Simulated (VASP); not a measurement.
# NaI (zincblende type) (F-43m) in VASP: a series of runs, part 2 of 2

VASP 6.6.1. The steps go on from the part before.

## (5) Relaxation of cell and atoms, PBE

This run uses another cell than the first one, of 33.37 Å³/atom, 0.726 times its volume.

File INCAR:

```
SYSTEM = NaI
ALGO = Normal ; EDIFF = 1E-7
EDIFFG = -0.005 ; ENCUT = 600
GGA = PE ; IBRION = 2
ISIF = 3 ; ISMEAR = -1
LASPH = .TRUE. ; LCHARG = .FALSE.
LREAL = .FALSE. ; LWAVE = .FALSE.
NELM = 60 ; NSW = 100
PREC = Accurate ; SIGMA = 0.05
```

File KPOINTS:

```
k-points
0
G
  10 10 10
  0 0 0
```

File POSCAR:

```
NaI
1.0
    0.0000000000      3.2195088072      3.2195088072
    3.2195088072      0.0000000000      3.2195088072
    3.2195088072      3.2195088072      0.0000000000
Na I
1 1
Direct
    0.0000000000      0.0000000000      0.0000000000
    0.2500000000      0.2500000000      0.2500000000
```

Potentials or basis: VASP PAW PBE potentials, release 64 (Na_pv, I).

On the command line:

```bash
> cat potpaw_PBE.64/Na_pv/POTCAR potpaw_PBE.64/I/POTCAR > POTCAR
> mpirun -np 1 vasp_std > vasp.out
```

OUTCAR:

```text
SYSTEM = NaI
   EDIFF = 1E-7
   EDIFFG = -0.005
   ENCUT = 600
   GGA = PE
   IBRION = 2
   ISIF = 3
   ISMEAR = -1
   LASPH = .TRUE.
   LREAL = .FALSE.
   NELM = 60
   NSW = 100
   PREC = Accurate

 ion  position               nearest neighbor table
   1  0.000  0.000  0.000-   2 2.79   2 2.79   2 2.79   2 2.79
   2  0.250  0.250  0.250-   1 2.79   1 2.79   1 2.79   1 2.79

  LATTYP: Found a face centered cubic cell.
 ALAT       =     6.4390176144

  Lattice vectors:

 A1 = (   0.0000000000,   3.2195088072,   3.2195088072)
 A2 = (   3.2195088072,   0.0000000000,   3.2195088072)
 A3 = (   3.2195088072,   3.2195088072,   0.0000000000)

Analysis of symmetry for initial positions (statically):
=====================================================================
 Subroutine PRICEL returns:
 Original cell was already a primitive cell.

 Routine SETGRP: Setting up the symmetry group for a
 face centered cubic supercell.

 Subroutine GETGRP returns: Found 24 space group operations
 (whereof 24 operations were pure point group operations)
 out of a pool of 48 trial point group operations.

The static configuration has the point symmetry T_d .

Analysis of symmetry for dynamics (positions and initial velocities):
=====================================================================
 Subroutine PRICEL returns:
 Original cell was already a primitive cell.

 Routine SETGRP: Setting up the symmetry group for a
 face centered cubic supercell.

 Subroutine GETGRP returns: Found 24 space group operations
 (whereof 24 operations were pure point group operations)
 out of a pool of 48 trial point group operations.

The dynamic configuration has the point symmetry T_d .

 Subroutine INISYM returns: Found 24 space group operations
 (whereof 24 operations are pure point group operations),
 and found     1 'primitive' translations

----------------------------------------------------------------------------------------

                                     Primitive cell

  volume of cell :      66.7419

  direct lattice vectors                    reciprocal lattice vectors
[... 119 lines left out ...]
 non-spin polarized calculation
  energy-cutoff  :      600.00
  volume of cell :       66.74
 maximum number of plane-waves:      2252
   NGX = 19   NGY = 19   NGZ = 19

--------------------------------------- Ionic step        1  -------------------------------------------

 number of electron      13.9999996 magnetization

 Free energy of the ion-electron system (eV)
  ---------------------------------------------------
  ext. energy  EPLUGINS =         0.00000000
  ---------------------------------------------------
  free energy    TOTEN  =        -4.87810660 eV

  energy without entropy =       -4.87810660  energy(sigma->0) =       -4.87810660

------------------------ aborting loop because EDIFF is reached ----------------------------------------

  FORCE on cell =-STRESS in cart. coord.  units (eV):
  Direction    XX          YY          ZZ          XY          YZ          ZX
  --------------------------------------------------------------------------------------
  -------------------------------------------------------------------------------------
  Total        2.9511775      2.9511775      2.9511775      0.0000000      0.0000000     -0.0000000
  in kB       70.8446510     70.8446510     70.8446510      0.0000000      0.0000000     -0.0000000
  external PRESSURE =      70.8446510 kB  Pullay stress =       0.0000000 kB
[... 59 lines left out ...]
--------------------------------------- Ionic step        3  -------------------------------------------

 number of electron      14.0000007 magnetization

 E-fermi :   0.0431     XC(G=0):  -6.4849

 val. band max:       -1.0780171441   @ k =   0.0000   0.0000   0.0000
 cond. band min:       2.7553198367   @ k =   0.0000   0.0000   0.0000
 fundamental gap:      3.8333369808
 Fermi energy:         0.0431481791

 k-point     1 :       0.0000    0.0000    0.0000
  band No.  band energies     occupation
      1     -23.1545      2.00000
      2     -23.1545      2.00000
      3     -23.1545      2.00000
      4     -11.5196      2.00000
      5      -1.0780      2.00000
      6      -1.0780      2.00000
      7      -1.0780      2.00000
      8       2.7553      0.00000
      9       6.8324      0.00000
     10       6.8324      0.00000
     11       6.8324      0.00000
[... 393 lines left out ...]
--------------------------------------- Ionic step        5  -------------------------------------------

 number of electron      14.0000008 magnetization

 Free energy of the ion-electron system (eV)
  ---------------------------------------------------
  ext. energy  EPLUGINS =         0.00000000
  ---------------------------------------------------
  free energy    TOTEN  =        -5.29268226 eV

  energy without entropy =       -5.29268226  energy(sigma->0) =       -5.29268226

 E-fermi :  -0.1828     XC(G=0):  -6.3456

 val. band max:       -1.2620130769   @ k =   0.0000   0.0000   0.0000
 cond. band min:       2.5055197950   @ k =   0.0000   0.0000   0.0000
 fundamental gap:      3.7675328719
 Fermi energy:        -0.1827994204

 k-point     1 :       0.0000    0.0000    0.0000
  band No.  band energies     occupation
      1     -23.4128      2.00000
      2     -23.4128      2.00000
      3     -23.4128      2.00000
      4     -11.6535      2.00000
      5      -1.2620      2.00000
      6      -1.2620      2.00000
      7      -1.2620      2.00000
      8       2.5055      0.00000
      9       6.5815      0.00000
     10       6.5815      0.00000
     11       6.5815      0.00000
[... 351 lines left out ...]
  FREE ENERGIE OF THE ION-ELECTRON SYSTEM (eV)
  ---------------------------------------------------
  free  energy   TOTEN  =        -5.2926822592 eV

  energy  without entropy=       -5.2926822591  energy(sigma->0) =       -5.29268226

 reached required accuracy - stopping structural energy minimisation
```

Wall time 88 s (1 thread of Intel Xeon 6975P-C (Granite Rapids), shared host); peak memory 0.23 GiB.

Results:

- Free energy: -5.2927 eV
- Relaxed volume: 45.96 Å³/atom
- Relaxed cell: a = 5.066 Å, b = 5.066 Å, c = 5.066 Å, α = 60.00°, β = 60.00°, γ = 60.00°
- Space group after relaxing (to 0.05 Å): F-43m (No. 216)
- Energy gained by relaxing: 207.3 meV/atom
- Ionic steps: 5
- Pressure after relaxing: 0.0 GPa
- Band gap on the k mesh: 3.77 eV, direct

The path:
```tsv
step	energy change (eV)	largest force (eV/Å)	pressure (GPa)	volume (Å³)
1	0.0000	0.0000	7.08	66.74
2	-0.3707	0.0000	1.58	82.03
3	-0.4097	0.0000	0.46	88.37
4	-0.4145	0.0000	0.06	91.38
5	-0.4146	0.0000	-0.01	91.93
```

Final structure:
```xyz
2
Lattice="0.0000 3.5821 3.5821 3.5821 0.0000 3.5821 3.5821 3.5821 0.0000" Properties=species:S:1:pos:R:3 pbc="T T T"
Na    0.0000    0.0000    0.0000
I     1.7910    1.7910    1.7910
```

Caveat: the volume moved by over 15 % at a fixed basis, so the end points are rough; spin-orbit coupling is left out, which moves the levels of the heavy elements. A k mesh can miss the band edges.

## (6) The runs side by side

| task | level | cell | cutoff (eV) | gap on the mesh (eV) | pressure (GPa) |
| --- | --- | --- | --- | --- | --- |
| single point | PBEsol | a = 5.065 Å, angles 60.0°, 2 atoms | 520 | 3.68 | -0.4 |
| single point | PBE | a = 5.065 Å, angles 60.0°, 2 atoms | 520 | 3.77 | 0.0 |
| relaxation of cell and atoms | PBE | relaxed from a = 4.553 Å, angles 60.0°, 2 atoms | 600 | 3.77 | 0.0 |

Alike in all rows: potentials or basis VASP PAW PBE potentials, release 64 (Na_pv, I); no spin polarisation; k mesh 10 × 10 × 10; smearing fermi-dirac 0.05 eV.

Caveats: spin-orbit coupling is left out, which moves the levels of the heavy elements; the PAW data sets were made with another functional, which shifts forces and pressure a little (some runs); the volume moved by over 15 % at a fixed basis, so the end points are rough (some runs).

Absolute energies hang on the potentials; compare differences alone.
